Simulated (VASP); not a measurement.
# WC (P-6m2) in VASP: settings compared, part 2 of 3

VASP 6.6.1. The steps go on from the part before.

### 3 Relaxation of cell and atoms, PBEsol, target pressure 30 GPa, at which the enthalpy is minimised

INCAR

```
SYSTEM = WC
ALGO = Normal
EDIFF = 1E-7
EDIFFG = -0.005
ENCUT = 600
GGA = PS
IBRION = 2
ISIF = 3
ISMEAR = -1
LASPH = .True.
LCHARG = .False.
LREAL = .False.
LWAVE = .False.
NELM = 100
NSW = 80
PREC = Accurate
PSTRESS = 300.0
SIGMA = 0.05
```

KPOINTS

```
k-points
0
Gamma
  10 10 9
  0 0 0
```

POSCAR

```
WC
1.0
    2.9065000000      0.0000000000      0.0000000000
   -1.4532500000      2.5171028361      0.0000000000
    0.0000000000      0.0000000000      2.8366000000
W C
1 1
Direct
    0.0000000000      0.0000000000      0.0000000000
    0.6666666667      0.3333333333      0.5000000000
```

Potentials or basis: VASP PAW PBE potentials, release 64 (W_sv, C).

Launch:

```console
$ cat potpaw_PBE.64/W_sv/POTCAR potpaw_PBE.64/C/POTCAR > POTCAR
$ mpirun -np 1 vasp_std > vasp.out
```

OUTCAR:

```text
SYSTEM = WC
   EDIFF = 1E-7
   EDIFFG = -0.005
   ENCUT = 600
   GGA = PS
   IBRION = 2
   ISIF = 3
   ISMEAR = -1
   LASPH = .True.
   LREAL = .False.
   NELM = 100
   NSW = 80
   PREC = Accurate
   PSTRESS = 300.0

 ion  position               nearest neighbor table
   1  0.000  0.000  0.000-   2 2.20   2 2.20   2 2.20   2 2.20   2 2.20   2 2.20
   2  0.667  0.333  0.500-   1 2.20   1 2.20   1 2.20   1 2.20   1 2.20   1 2.20

  LATTYP: Found a hexagonal cell.
 ALAT       =     2.9065000000
 C/A-ratio  =     0.9759504559

  Lattice vectors:

 A1 = (   2.9065000000,   0.0000000000,   0.0000000000)
 A2 = (  -1.4532500000,   2.5171028361,   0.0000000000)
 A3 = (   0.0000000000,   0.0000000000,   2.8366000000)

Analysis of symmetry for initial positions (statically):
=====================================================================
 Subroutine PRICEL returns:
 Original cell was already a primitive cell.

 Routine SETGRP: Setting up the symmetry group for a
 hexagonal supercell.

 Subroutine GETGRP returns: Found 12 space group operations
 (whereof 12 operations were pure point group operations)
 out of a pool of 24 trial point group operations.

The static configuration has the point symmetry D_3h.

Analysis of symmetry for dynamics (positions and initial velocities):
=====================================================================
 Subroutine PRICEL returns:
 Original cell was already a primitive cell.

 Routine SETGRP: Setting up the symmetry group for a
 hexagonal supercell.

 Subroutine GETGRP returns: Found 12 space group operations
 (whereof 12 operations were pure point group operations)
 out of a pool of 24 trial point group operations.

The dynamic configuration has the point symmetry D_3h.

 Subroutine INISYM returns: Found 12 space group operations
 (whereof 12 operations are pure point group operations),
 and found     1 'primitive' translations

----------------------------------------------------------------------------------------

                                     Primitive cell

  volume of cell :      20.7525

  direct lattice vectors                    reciprocal lattice vectors
     2.906500000  0.000000000  0.000000000     0.344056425  0.198641070  0.000000000
    -1.453250000  2.517102836  0.000000000     0.000000000  0.397282139  0.000000000
     0.000000000  0.000000000  2.836600000     0.000000000  0.000000000  0.352534725

  length of vectors
     2.906500000  2.906500000  2.836600000     0.397282139  0.397282139  0.352534725

  position of ions in fractional coordinates (direct lattice)
     0.000000000  0.000000000  0.000000000
     0.666666667  0.333333333  0.500000000

  ion indices of the primitive-cell ions
   primitive index   ion index
                 1           1
                 2           2

----------------------------------------------------------------------------------------

 KPOINTS: k-points

Automatic generation of k-mesh.
 Grid dimensions read from file:
 generate k-points for:   10   10    9
[... 45 lines left out ...]
 [... further k-points ...]
   k-points           NKPTS =     70   k-points in BZ     NKDIM =     70   number of bands    NBANDS=     13
   number of dos      NEDOS =    301   number of ions     NIONS =      2
   total plane-waves  NPLWV =  13824
   dimension x,y,z NGX =    24 NGY =   24 NGZ =   24
   dimension x,y,z NGXF=    48 NGYF=   48 NGZF=   48
   ions per type =               1   1
   NGX,Y,Z   is equivalent  to a cutoff of  13.73, 13.73, 14.07 a.u.
   NGXF,Y,Z  is equivalent  to a cutoff of  27.46, 27.46, 28.13 a.u.
 SYSTEM =  WC
   PREC   = accura    normal or accurate (medium, high low for compatibility)
   ISTART =      0    job   : 0-new  1-cont  2-samecut
   ICHARG =      2    charge: 1-file 2-atom 10-const
   ISPIN  =      1    spin polarized calculation?
   LNONCOLLINEAR =      F non collinear calculations
   LSORBIT =      F    spin-orbit coupling
   LASPH  =      T    aspherical Exc in radial PAW
   ENCUT  =  600.0 eV  44.10 Ry    6.64 a.u.   5.81  5.81  5.67*2*pi/ulx,y,z
   NELM   =    100;   NELMIN=  2; NELMDL= -5     # of ELM steps
   EDIFF  = 0.1E-06   stopping-criterion for ELM
   LREAL  =      F    real-space projection
   EDIFFG = -.5E-02   stopping-criterion for IOM
   NSW    =     80    number of steps for IOM
   IBRION =      2    ionic relax: 0-MD 1-quasi-New 2-CG
   NFREE  =      1    steps in history (QN), initial steepest desc. (CG)
   ISIF   =      3    stress and relaxation
   ISYM   =      2    0-nonsym 1-usesym 2-fastsym
   POTIM  = 0.5000    time-step for ionic-motion
   TEBEG  =    0.0;   TEEND  =   0.0 temperature during run
   PSTRESS=  300.0 pullay stress
   NELECT =      18.0000    total number of electrons
   NUPDOWN=      -1.0000    fix difference up-down
   EMIN   =  10.00;   EMAX   =-10.00  energy-range for DOS
   EFERMI =   0.00;   METHOD = LEGACY
   ISMEAR =    -1;   SIGMA  =   0.05  broadening in eV -4-tet -1-fermi 0-gaus
   EFERMI_NEDOS =   21; number of points for ismear=-14 and -15
   IALGO  =     38    algorithm
   IMIX   =      4    mixing-type and parameters
     AMIX     =   0.40;   BMIX     =  1.00
     AMIX_MAG =   1.60;   BMIX_MAG =  1.00
  volume/ion in A,a.u.               =      10.38        70.02
  Fermi-wavevector in a.u.,A,eV,Ry     =   1.561262  2.950358 33.164744  2.437540
  Thomas-Fermi vector in A             =   2.664353
   LORBIT       =      0    0 simple, 1 ext, 2 COOP (PROOUT), +10 PAW based schemes
   GGA     = PS    functional components
   LHFCALC =     F    Hartree Fock is set to
   AEXX    =    0.0000 exact exchange contribution
   IVDW    =     0    specifies the selected vdW correction
   LEPSILON=     F    determine dielectric tensor
   LRPA    =     F    only Hartree local field effects (RPA)
 conjugate gradient relaxation of ions
 non-spin polarized calculation
  energy-cutoff  :      600.00
  volume of cell :       20.75
 maximum number of plane-waves:       703
 NGX is ok and might be reduce to    24
   NGX = 11   NGY = 11   NGZ = 11

--------------------------------------- Ionic step        1  -------------------------------------------

 number of electron      18.0000000 magnetization

 Free energy of the ion-electron system (eV)
  ---------------------------------------------------
  ext. energy  EPLUGINS =         0.00000000
  ---------------------------------------------------
  free energy    TOTEN  =       -23.90494398 eV

  energy without entropy =      -23.90315426  energy(sigma->0) =      -23.90404912

------------------------ aborting loop because EDIFF is reached ----------------------------------------

  FORCE on cell =-STRESS in cart. coord.  units (eV):
  Direction    XX          YY          ZZ          XY          YZ          ZX
  --------------------------------------------------------------------------------------
  -------------------------------------------------------------------------------------
  Total       -0.2534521     -0.2534521     -0.3981816      0.0000000     -0.0000000      0.0000000
  in kB      -19.5675815    -19.5675815    -30.7413080      0.0000000     -0.0000000      0.0000000
  external PRESSURE =    -323.2921570 kB  Pullay stress =     300.0000000 kB
[... 215 lines left out ...]
--------------------------------------- Ionic step        7  -------------------------------------------

 number of electron      18.0000001 magnetization

 Free energy of the ion-electron system (eV)
  ---------------------------------------------------
  ext. energy  EPLUGINS =         0.00000000
  ---------------------------------------------------
  free energy    TOTEN  =       -23.79231340 eV

  energy without entropy =      -23.79031147  energy(sigma->0) =      -23.79131243

 E-fermi :  11.9326     XC(G=0): -14.3190

 val. band max:       11.9297938370   @ k =   0.1000   0.0000   0.3333
 cond. band min:      11.9787563516   @ k =   0.4000   0.2000   0.0000
 fundamental gap:      0.0489625146
 Fermi energy:        11.9326090926

 k-point     1 :       0.0000    0.0000    0.0000
  band No.  band energies     occupation
      1     -61.8353      2.00000
      2     -25.8362      2.00000
      3     -25.6798      2.00000
      4     -25.6798      2.00000
      5      -3.0163      2.00000
      6       7.1995      2.00000
      7       8.3532      2.00000
      8       8.3532      2.00000
      9      12.0417      0.20279
     10      15.5073      0.00000
     11      15.5073      0.00000
     12      17.9850      0.00000
     13      17.9850      0.00000
[... 354 lines left out ...]
  band No.  band energies     occupation
      1     -61.7462      2.00000
      2     -26.6705      2.00000
      3     -25.9746      2.00000
      4     -25.7909      2.00000
      5       0.7189      2.00000
      6       4.6536      2.00000
      7       7.3688      2.00000
      8       9.0178      2.00000
      9      10.5728      2.00000
     10      14.8367      0.00000
     11      16.3958      0.00000
     12      17.4193      0.00000
     13      19.5311      0.00000

 [... further k-points ...]
[... 5 lines left out ...]
  --------------------------------------------------------------------------------------
  -------------------------------------------------------------------------------------
  Total        3.6259202      3.6259202      3.6312103      0.0000000      0.0000000      0.0000000
  in kB      300.1546009    300.1546009    300.5925230      0.0000000      0.0000000      0.0000000
  external PRESSURE =       0.3005749 kB  Pullay stress =     300.0000000 kB
[... 21 lines left out ...]
  energy  without entropy=      -23.7903114722  energy(sigma->0) =      -23.79131243

  enthalpy is  TOTEN    =       -20.1682608458 eV   P V=        3.6240525507

 reached required accuracy - stopping structural energy minimisation
```

Run time: 3 min. Hardware: 1 thread of Intel Xeon 8259CL, shared host; peak memory 0.17 GiB.

Results:

| Quantity | Value |
| --- | --- |
| Free energy | -23.7923 eV |
| Relaxed volume | 9.68 Å³/atom |
| Relaxed cell | a = 2.836 Å, b = 2.836 Å, c = 2.780 Å, α = 90.00°, β = 90.00°, γ = 120.00° |
| Space group after relaxing (to 0.1 Å) | P-6m2 (No. 187) |
| Energy change on relaxing (the run minimises the enthalpy) | +56.3 meV/atom |
| Ionic steps | 7 |
| Pressure after relaxing | 30.0 GPa |
| Band gap on the k mesh | zero (bands 9 and 10 overlap by 1.30 eV) |

The path:
| step | energy change (eV) | largest force (eV/Å) | pressure (GPa) | volume (Å³) |
| --- | --- | --- | --- | --- |
| 1 | 0.0000 | 0.0000 | -2.33 | 20.75 |
| 2 | 3.2937 | 0.0000 | 247.55 | 15.08 |
| 3 | 0.0852 | 0.0000 | 25.88 | 19.52 |
| 4 | 0.1048 | 0.0000 | 28.97 | 19.40 |
| 5 | 0.1115 | 0.0000 | 29.96 | 19.37 |
| 6 | 0.1163 | 0.0000 | 30.14 | 19.34 |
| 7 | 0.1126 | 0.0000 | 30.03 | 19.35 |

Final structure:
```cif
data_structure
_symmetry_space_group_name_H-M 'P 1'
_symmetry_Int_Tables_number 1
_cell_length_a 2.8355
_cell_length_b 2.8355
_cell_length_c 2.7796
_cell_angle_alpha 90.000
_cell_angle_beta 90.000
_cell_angle_gamma 120.000
_cell_volume 19.35
loop_
_atom_site_label
_atom_site_type_symbol
_atom_site_fract_x
_atom_site_fract_y
_atom_site_fract_z
_atom_site_occupancy
W1 W 0.00000 0.00000 0.00000 1
C1 C 0.66667 0.33333 0.50000 1
```

Caveat: the cell is relaxed towards a set pressure, so the run minimises the enthalpy, not the energy; the PAW data sets were made with another functional, which shifts forces and pressure a little; spin-orbit coupling is left out, which moves the levels of the heavy elements.

### 4 Relaxation of cell and atoms, PBE+U

INCAR

```
PREC     = Accurate       # precision mode
ENCUT    = 600            # plane-wave cutoff, eV
EDIFF    = 1E-6           # SCF threshold, eV
ISMEAR   = -1             # smearing method
SIGMA    = 0.05           # smearing width, eV
LREAL    = F              # projectors in reciprocal space
LASPH    = T              # aspherical terms in the spheres
NELM     = 150            # most SCF steps
ALGO     = Normal         # electronic algorithm
ISIF     = 3              # what is computed and relaxed
LWAVE    = F              # write WAVECAR
LCHARG   = F              # write CHGCAR
LMAXMIX  = 4              # l up to which the mixer works
LDAU     = T              # DFT+U
LDAUTYPE = 2            
LDAUL    = 2 -1           # shell
LDAUU    = 4 0            # U, eV
LDAUJ    = 0 0          
LDAUPRINT= 1            
GGA      = PE             # functional
IBRION   = 2              # ionic algorithm
NSW      = 60             # ionic steps
EDIFFG   = -0.01          # ionic threshold
```

KPOINTS

```
regular mesh
0
Gamma
  10 10 9
```

POSCAR is that of step 3.

Launch:

```console
$ cat potpaw_PBE.64/W_sv/POTCAR potpaw_PBE.64/C/POTCAR > POTCAR
$ mpirun -np 1 vasp_std > vasp.out
```

It took 36 s on 1 thread of Intel Xeon 6975P-C (Granite Rapids), shared host; peak memory 0.17 GiB.

Results (log left out):

| Quantity | Value |
| --- | --- |
| Free energy | -17.9964 eV |
| Relaxed volume | 10.79 Å³/atom |
| Relaxed cell | a = 2.946 Å, b = 2.946 Å, c = 2.870 Å, α = 90.00°, β = 90.00°, γ = 120.00° |
| Space group after relaxing (to 0.1 Å) | P-6m2 (No. 187) |
| Energy gained by relaxing | 19.4 meV/atom |
| Ionic steps | 9 |
| Pressure after relaxing | 0.0 GPa |
| Band gap on the k mesh | zero (bands 9 and 10 overlap by 0.99 eV) |

The path:
```csv
step,energy change (eV),largest force (eV/Å),pressure (GPa),volume (Å³)
1,0.0000,0.0000,15.58,20.75
2,0.2119,0.0000,-30.94,23.93
3,-0.0385,0.0000,-0.57,21.60
4,-0.0385,0.0000,0.01,21.57
5,-0.0385,0.0000,0.26,21.56
6,-0.0386,0.0000,0.26,21.57
7,-0.0387,0.0000,0.31,21.56
8,-0.0387,0.0000,-0.56,21.61
9,-0.0387,0.0000,0.01,21.58
```

Final structure:
```
W C
1.0
     2.94628    0.00000    0.00000
    -1.47314    2.55155    0.00000
     0.00000    0.00000    2.87032
W C
1 1
Direct
  0.00000 0.00000 0.00000
  0.66667 0.33333 0.50000
```

Levels at points of the mesh, in eV from the Fermi level:
```tsv
k point	band 7	band 8	band 9	band 10	band 11	band 12
(0.00, 0.00, 0.00)	-3.16	-3.16	-0.07	3.27	3.27	5.36
(0.50, 0.00, 0.00)	-3.40	-3.37	-0.60	2.43	4.37	4.61
```

Eigenvalues of the final occupation matrices:
```csv
site,spin,trace,eigenvalues
site 1 d,1,1.64,0.31 0.31 0.33 0.33 0.36
site 1 d,2,1.64,0.31 0.31 0.33 0.33 0.36
```

Caveat: spin-orbit coupling is left out, which moves the levels of the heavy elements; U without spin polarisation on a metal has little footing; the U is typed as a test and isn't derived for this compound. PBE usually gives volumes a little too large and moduli too small.

[end of part 2 of 3]
